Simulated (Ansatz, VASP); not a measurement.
## One calculation of WC, two programs

The input INCAR:

```
ALGO     = Normal         # electronic algorithm
EDIFF    = 1E-6           # SCF threshold, eV
ENCUT    = 520            # plane-wave cutoff, eV
GGA      = PS             # functional
ISIF     = 2              # what is computed and relaxed
ISMEAR   = 0              # smearing method
LASPH    = True           # aspherical terms in the spheres
LCHARG   = False          # write CHGCAR
LREAL    = False          # projectors in reciprocal space
LWAVE    = False          # write WAVECAR
NBANDS   = 16             # bands
NELM     = 80             # most SCF steps
PREC     = Accurate       # precision mode
SIGMA    = 0.15           # smearing width, eV
```

The input KPOINTS:

```
k-points
0
Gamma
  18 18 18
```

Contents of POSCAR:

```
WC
1.0
    0.0000000000      2.2803913600      2.1926840000
    2.2803913600      0.0000000000      2.1926840000
    2.2803913600      2.2803913600      0.0000000000
W C
1 1
Direct
    0.0000000000      0.0000000000      0.0000000000
    0.5000000000      0.5000000000      0.5000000000
```

Input for Ansatz:

```yaml
crystal:
  lattice:
    - [0.0, 2.28039136, 2.192684]
    - [2.28039136, 0.0, 2.192684]
    - [2.28039136, 2.28039136, 0.0]
  atoms:
    - { symbol: W, position: [0.0, 0.0, 0.0] }
    - { symbol: C, position: [0.5, 0.5, 0.5] }
basis:
  ecutwfc: 420
kpoints:
  mp_grid: { grid: [18, 18, 18] }
hamiltonian:
  xc: pbesol
scf:
  occupations: { method: gaussian, width: 0.15 }
output:
  forces: true
  stress: true
  eigenvalues: true
```

Change from the starting cell: strain +0.040 along x and y, +0.000 along z, atoms carried along.

Alike in both runs: task single point; functional PBEsol; k mesh 18 × 18 × 18; occupations gaussian, width 0.15 eV; no spin polarisation.

|  | VASP | Ansatz |
| --- | --- | --- |
| version | VASP 6.6.1 | Ansatz 0.2.0 |
| potentials or method | VASP PAW PBE potentials, release 64 (W_sv, C), cutoff 520 eV | scalar-relativistic, plane waves, PAW |
| valence electrons in the cell | 18 | 18 |

|  | VASP | Ansatz | Ansatz less VASP |
| --- | --- | --- | --- |
| gap on the k mesh at the Fermi level (eV) | none | none | - |
| pressure (GPa) | -31.1 | -31.8 | -0.68 |
| traceless stress, the component that is largest in VASP (GPa) | 10.15 | 10.08 | -0.068 |

VASP's potentials were made for PBE, not for PBEsol. A gap of «none» marks a metal or a gap that the smearing closes. Both programs put the cell under strong tension, so it lies far from rest at this level.

Spin-orbit coupling is off throughout. Noted on VASP's run: the cell as given lies far from equilibrium.
